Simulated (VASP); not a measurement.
Set up this calculation in VASP 6.6.1, as the native input.

| Item | Value |
| --- | --- |
| Task | single point |
| Functional | LDA |
| Potentials or basis | VASP PAW LDA potentials, release 64 (Ba_sv, S) |
| Cutoff | 520 eV |
| k mesh | 6 × 6 × 6 |
| Occupations | gaussian, width 0.05 eV |
| Spin | no spin polarisation |
| Dipole correction | no |
| Further INCAR settings | ALGO = Normal; EDIFF = 1e-06; NBANDS = 15 |

The structure of BaS lies in POSCAR:

```
BaS
1.0
    0.0000000000      3.0931828833      3.0931828833
    3.0931828833      0.0000000000      3.0931828833
    3.0931828833      3.0931828833      0.0000000000
Ba S
1 1
Direct
    0.5000000000      0.5000000000      0.5000000000
    0.0000000000      0.0000000000      0.0000000000
```

This cell differs from its parent crystal: volume scaled by 0.96.

One way to write it, as run:

INCAR

```
PREC = Accurate ; ENCUT = 520
EDIFF = 1E-6 ; ISMEAR = 0
SIGMA = 0.05 ; LREAL = F
LASPH = T ; NELM = 60
ALGO = Normal ; ISIF = 2
LWAVE = F ; LCHARG = F
GGA = CA ; NBANDS = 15
```

KPOINTS

```
regular mesh
0
Gamma
  6 6 6
```

Potentials or basis: VASP PAW LDA potentials, release 64 (Ba_sv, S).

Command:

```bash
$ cat potpaw_LDA.64/Ba_sv/POTCAR potpaw_LDA.64/S/POTCAR > POTCAR
$ mpirun -np 1 vasp_std > vasp.out
```

It gave:

The pressure is 3.2 GPa and the band gap on the k mesh is 1.71 eV, indirect (least direct gap 1.78 eV).

Caveat: spin-orbit coupling is left out, which moves the levels of the heavy elements.

It took 5.9 s on 1 thread of Intel(R) Xeon(R) 6975P-C (Granite Rapids), on a shared host, peak memory 0.17 GiB.
